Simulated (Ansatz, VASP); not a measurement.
# Ti2O: VASP beside Ansatz

```
Ti O
1.0
     2.91940    0.00000    0.00000
    -1.45970    2.52827    0.00000
     0.00000    0.00000    4.71300
Ti O
2 1
Direct
  0.66667 0.33333 0.27874
  0.33333 0.66667 0.72126
  0.00000 0.00000 0.00000
```

Alike in both runs: task single point; functional r2SCAN; k mesh 18 × 18 × 10; occupations gaussian, width 0.3 eV; no spin polarisation.

|  | VASP | Ansatz |
| --- | --- | --- |
| version | VASP 6.6.1 | Ansatz 0.2.0 |
| potentials or method | VASP PAW PBE potentials, release 64 (Ti_sv, O), cutoff 660 eV | scalar-relativistic, plane waves, PAW |
| valence electrons in the cell | 30 | 30 |

```tsv
	VASP	Ansatz	Ansatz less VASP
gap on the k mesh at the Fermi level (eV)	none	none	-
pressure (GPa)	10.1	9.1	-0.95
traceless stress, the component that is largest in VASP (GPa)	5.37	5.33	-0.047
rms of the force components (eV/Å)	0.483	0.503	+0.0200
```

VASP's potentials were made for PBE, not for r2SCAN. Atom by atom the forces differ by 0.020 eV/Å (rms over components). A gap of «none» marks a metal or a gap that the smearing closes. With one functional, cell and mesh, what is left measures potentials, basis and numerics.
